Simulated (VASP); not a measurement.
Wanted: the native input for a VASP 6.6.1 run.

* Task: single point
* Functional: BLYP
* Potentials or basis: VASP PAW PBE potentials, release 64 (Zn)
* Cutoff: 520 eV
* k mesh: 10 × 10 × 10
* Occupations: fermi-dirac, width 0.1 eV
* Spin: no spin polarisation
* Dipole correction: no
* Further INCAR settings: ALGO = Normal; EDIFF = 1e-07; NBANDS = 19

The structure of Zn lies in POSCAR:

```
Zn
1.0
    0.0000000000      3.1070424443      3.1070424443
    3.1070424443      0.0000000000      3.1070424443
    3.1070424443      3.1070424443      0.0000000000
Zn
2
Direct
    0.1250000000      0.1250000000      0.1250000000
    0.8750000000      0.8750000000      0.8750000000
```

This isn't the form of Zn at room conditions, which is hcp.

These files were run (other wordings do the same):

INCAR

```
SYSTEM = Zn
AGGAC = 1.0 ; AGGAX = 1.0
ALDAC = 0.0 ; ALDAX = 1.0
ALGO = Normal ; EDIFF = 1E-7
ENCUT = 520 ; GGA = B5
ISIF = 2 ; ISMEAR = -1
LASPH = .True. ; LCHARG = .False.
LREAL = .False. ; LWAVE = .False.
NBANDS = 19 ; NELM = 80
PREC = Accurate ; SIGMA = 0.1
```

KPOINTS

```
k-points
0
Gamma
  10 10 10
  0 0 0
```

Potentials or basis: VASP PAW PBE potentials, release 64 (Zn).

Run with:

```console
$ cat potpaw_PBE.64/Zn/POTCAR > POTCAR
$ mpirun -np 1 vasp_std > vasp.out
```

It gave:

| Quantity | Value |
| --- | --- |
| Pressure | -0.9 GPa |
| Band gap on the k mesh | zero (bands 12 and 13 overlap by 4.57 eV) |

Caveat: the PAW data sets were made with another functional, which shifts forces and pressure a little.

Run time: 120 s on 1 thread of Intel Xeon 8259CL, with other jobs on the host, peak memory 0.21 GiB.
